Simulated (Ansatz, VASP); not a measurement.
## Si in VASP and in Ansatz

```
CELL_PARAMETERS angstrom
3.83132 0.00000 0.00000
-1.91566 2.94474 0.00000
0.00000 0.00000 6.33262
ATOMIC_POSITIONS crystal
Si 0.33333 0.66667 0.06301
Si 0.66667 0.33333 0.56301
Si 0.33333 0.66667 0.43699
Si 0.66667 0.33333 0.93699
```

Change from the starting cell: strain -0.1125 x Voigt [0, 1, 0, 0, 0, 0], atoms carried along.

Alike in both runs: task single point; functional PBE; k mesh 12 × 12 × 6; occupations gaussian, width 0.05 eV; no spin polarisation.

|  | VASP | Ansatz |
| --- | --- | --- |
| version | VASP 6.6.1 | Ansatz 0.2.0 |
| potentials or method | VASP PAW PBE potentials, release 64 (Si), cutoff 520 eV | scalar-relativistic, plane waves, PAW |
| valence electrons in the cell | 16 | 16 |

```csv
,VASP,Ansatz,Ansatz less VASP
gap on the k mesh at the Fermi level (eV),none,none,-
pressure (GPa),17.2,17.3,+0.11
"traceless stress, the component that is largest in VASP (GPa)",20.54,20.51,-0.023
rms of the force components (eV/Å),1.339,1.343,+0.0046
```

Atom by atom the forces differ by 0.005 eV/Å (rms over components). A gap of «none» marks a metal or a gap that the smearing closes. With one functional, cell and mesh, what is left measures potentials, basis and numerics.
